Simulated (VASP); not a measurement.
Here is a VASP 6.6.1 calculation.

The input INCAR:

```
ALGO = Normal ; EDIFF = 1E-6
EDIFFG = -0.02 ; ENCUT = 520
GGA = PE ; IBRION = 2
ISIF = 2 ; ISMEAR = -1
LASPH = T ; LCHARG = F
LREAL = Auto ; LWAVE = F
NELECT = 270.0 ; NELM = 80
NSW = 90 ; PREC = Accurate
SIGMA = 0.01
```

Contents of KPOINTS:

```
k-points
0
Gamma
  1 1 1
```

The input POSCAR:

```
NaGa12O18
1.0
    0.0000000000      9.2496621800      0.0000000000
   -1.3977182400      0.0000000000      5.7085775500
    6.2279771500     -1.5416103600      0.0067278600
Ga O Na
12 18 1
Direct
    0.1138363500      0.6858077300      0.6830181200
    0.2194969800      0.3141922700      0.3169818800
    0.3033638300      0.2052623200      0.8201829700
    0.0299695100      0.7947376800      0.1798170300
    0.4471696900      0.6858077300      0.6830181200
    0.5528303100      0.3141922700      0.3169818800
    0.6366971600      0.2052623200      0.8201829700
    0.3633028400      0.7947376800      0.1798170300
    0.7805030200      0.6858077300      0.6830181200
    0.8861636500      0.3141922700      0.3169818800
    0.9700304900      0.2052623200      0.8201829700
    0.6966361700      0.7947376800      0.1798170300
    0.1680000300      0.7433109700      0.0080001600
    0.1653333100      0.2566890300      0.9919998400
    0.2754359000      0.4356700600      0.6526153800
    0.0578974400      0.5643299400      0.3473846200
    0.0544983700      0.1091575800      0.3269902200
    0.2788349600      0.8908424200      0.6730097800
    0.5013333600      0.7433109700      0.0080001600
    0.4986666400      0.2566890300      0.9919998400
    0.6087692300      0.4356700600      0.6526153800
    0.3912307700      0.5643299400      0.3473846200
    0.3878317000      0.1091575800      0.3269902200
    0.6121683000      0.8908424200      0.6730097800
    0.8346666900      0.7433109700      0.0080001600
    0.8319999700      0.2566890300      0.9919998400
    0.9421025600      0.4356700600      0.6526153800
    0.7245641000      0.5643299400      0.3473846200
    0.7211650400      0.1091575800      0.3269902200
    0.9455016300      0.8908424200      0.6730097800
    0.8940210000      0.9181060000      0.3641240000
```

Potentials or basis: VASP PAW PBE potentials, release 64 (Ga_d, O, Na_pv).

Launch:

```console
$ cat potpaw_PBE.64/Ga_d/POTCAR potpaw_PBE.64/O/POTCAR potpaw_PBE.64/Na_pv/POTCAR > POTCAR
$ mpirun -np 1 vasp_gam > vasp.out
```

Problem. Estimate the energy gained by relaxing.

Solution. 126.8 meV/atom.

Forces on the atoms (eV/Å):
```
Ga  -0.007 -0.002 -0.008
Ga   0.001  0.010  0.000
Ga   0.011  0.002  0.006
Ga  -0.003 -0.006  0.009
Ga   0.001 -0.001  0.002
Ga   0.000  0.006 -0.008
Ga   0.004  0.002  0.000
Ga  -0.013 -0.001  0.005
Ga  -0.005  0.002  0.001
Ga   0.000  0.001  0.000
Ga  -0.004 -0.002 -0.004
Ga   0.001  0.017  0.007
O    0.001  0.009 -0.006
O    0.001  0.008 -0.001
O    0.000  0.004 -0.002
O   -0.004  0.001 -0.002
O   -0.004  0.003 -0.006
O    0.003  0.005  0.004
O    0.002 -0.011 -0.004
O    0.009  0.002  0.008
O    0.001  0.000  0.002
O   -0.001 -0.006  0.001
O   -0.007  0.011 -0.004
O    0.003 -0.016  0.010
O    0.006 -0.015  0.007
O    0.005 -0.008 -0.008
O   -0.012 -0.006 -0.003
O    0.000 -0.006 -0.014
O    0.008 -0.004 -0.002
O    0.011 -0.002  0.003
Na  -0.007  0.003  0.008
```

Caveat: the k points lie up to 1.10 Å⁻¹ apart; the cell carries a net charge on a neutralising background, which shifts energy and pressure.
